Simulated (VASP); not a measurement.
Runs of VASP 6.6.1 on TiOs3. The structure is that of space group Pm-3m (No. 221), or close to it. The cells are those of the table. 

| cell | gap on the mesh (eV) | pressure (GPa) |
| --- | --- | --- |
| a = 3.781 Å, 4 atoms | none | 25.2 |
| a = 3.989 Å, 4 atoms | none | -25.4 |
| a = 3.939 Å, 4 atoms | none | -16.8 |
| a = 3.835 Å, 4 atoms | none | (b) |
| a = 3.888 Å, 4 atoms | none | -5.8 |
| a = 4.037 Å, 4 atoms | none | (a) |
| a = 3.726 Å, 4 atoms | none | 46.9 |

Alike in all rows: task single point; level r2SCAN; potentials or basis VASP PAW PBE potentials, release 64 (Ti_sv, Os); no spin polarisation; k mesh 6 × 6 × 6; cutoff (eV) 520; smearing fermi-dirac 0.1 eV.

Q: Fill in the values left out.

A: (a) -32.2; (b) 7.9.

Caveats: the PAW data sets were made with another functional, which shifts forces and pressure a little; spin-orbit coupling is left out, which moves the levels of the heavy elements.

A k mesh can miss the band edges, and the runs leave out spin-orbit coupling on Os.

A gap of «none» marks levels without a gap at the run's occupations.
